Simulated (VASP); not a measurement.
Here is a VASP 6.6.1 calculation.

Contents of INCAR:

```
SYSTEM = BeS
PREC = Accurate ; ENCUT = 600
EDIFF = 1E-6 ; ISMEAR = 0
SIGMA = 0.02 ; LREAL = .False.
LASPH = .True. ; NELM = 120
ALGO = Normal ; ISIF = 2
LWAVE = .False. ; LCHARG = .False.
GGA = PE ; NBANDS = 11
GGA_COMPAT = .False.
```

The input KPOINTS:

```
regular mesh
0
Gamma
  8 8 8
  0 0 0
```

Contents of POSCAR:

```
BeS
1.0
    0.0000000000      2.5168692549      2.5168692549
    2.5168692549      0.0000000000      2.5168692549
    2.5168692549      2.5168692549      0.0000000000
Be S
1 1
Direct
    0.7500000000      0.7500000000      0.7500000000
    0.0000000000      0.0000000000      0.0000000000
```

Potentials or basis: VASP PAW PBE potentials, release 64 (Be, S).

Run with:

```sh
$ cat potpaw_PBE.64/Be/POTCAR potpaw_PBE.64/S/POTCAR > POTCAR
$ mpirun -np 1 vasp_std > vasp.out
```

Estimate the pressure.

-7.4 GPa.

Predict the band gap on the k mesh.

3.33 eV, indirect (least direct gap 4.98 eV).

A k mesh can miss the band edges. Expect the measured gap to be larger: semilocal functionals such as PBE lack the derivative discontinuity.
